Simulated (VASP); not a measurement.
TaN, 2 atoms in the cell. The structure is tetragonal, space group I4/mmm (No. 139). The conventional cell has a = 3.123 Å, b = 3.123 Å, c = 3.920 Å, α = 90.00°, β = 90.00°, γ = 90.00°. Within 2.6 Å of Ta (site symmetry 4/mmm) lie 6 N at 1.96 to 2.21 Å. Within 2.6 Å of N (site symmetry 4/mmm) lie 6 Ta at 1.96 to 2.21 Å.  This cell differs from its parent crystal: strain -0.1125 x Voigt [0, 1, 0, 0, 0, 0].

- Program: VASP 6.6.1
- Task: single point
- Functional: PBE
- Potentials or basis: VASP PAW PBE potentials, release 64 (Ta_pv, N)
- Cutoff: 520 eV
- k mesh: 24 × 24 × 24
- Occupations: gaussian, width 0.15 eV
- Spin: no spin polarisation
- Dipole correction: no
- Further INCAR settings: ALGO = Normal; EDIFF = 1e-06; NBANDS = 15

Potentials or basis: VASP PAW PBE potentials, release 64 (Ta_pv, N).

Run with:

```console
$ cat potpaw_PBE.64/Ta_pv/POTCAR potpaw_PBE.64/N/POTCAR > POTCAR
$ mpirun -np 1 vasp_std > vasp.out
```

Hardware: 1 thread of Intel(R) Xeon(R) Platinum 8488C (Sapphire Rapids), on a shared host.

How long does it take, and how much memory?

It took 2.7 min on 1 thread of Intel(R) Xeon(R) Platinum 8488C (Sapphire Rapids), on a shared host, peak memory 0.41 GiB. Counts: scf iterations 13, k points 1063.
